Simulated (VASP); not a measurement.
Mo2Br, 6 atoms in the cell. The structure is cubic, space group Fd-3m (No. 227). Conventional cell: a = 7.813 Å, b = 7.813 Å, c = 7.813 Å, α = 90.00°, β = 90.00°, γ = 90.00°. Mo (site symmetry -3m) has 6 Mo at 2.76 Å and 6 Br at 3.24 Å within 3.6 Å. Br (site symmetry -43m) has 12 Mo at 3.24 Å and 4 Br at 3.38 Å within 4.3 Å. 

| Property | Result |
| --- | --- |
| Program | VASP 6.6.1 |
| Task | relaxation of cell and atoms |
| Functional | r2SCAN |
| Potentials or basis | VASP PAW PBE potentials, release 64 (Mo_sv, Br) |
| Cutoff | 600 eV |
| k mesh | 4 × 4 × 4 |
| Occupations | gaussian, width 0.1 eV |
| Spin | no spin polarisation |
| Dipole correction | no |
| Further INCAR settings | ALGO = Normal; EDIFF = 1e-06; IBRION = 2; EDIFFG = -0.04; NSW = 90; ISIF = 3 |

Potentials or basis: VASP PAW PBE potentials, release 64 (Mo_sv, Br).

Command:

```bash
$ cat potpaw_PBE.64/Mo_sv/POTCAR potpaw_PBE.64/Br/POTCAR > POTCAR
$ cp INCAR.step1 INCAR
$ mpirun -np 1 vasp_std > vasp.out
$ cp INCAR.step2 INCAR
$ mpirun -np 1 vasp_std > vasp.out
```

Hardware: 1 thread of Intel(R) Xeon(R) 6975P-C (Granite Rapids), with other jobs on the host.

Problem. How long does it take, and how much memory?

Solution. Run time: 5.8 min on 1 thread of Intel(R) Xeon(R) 6975P-C (Granite Rapids), on a shared host, peak memory 0.39 GiB. Counts: k points 8, ion steps 3.
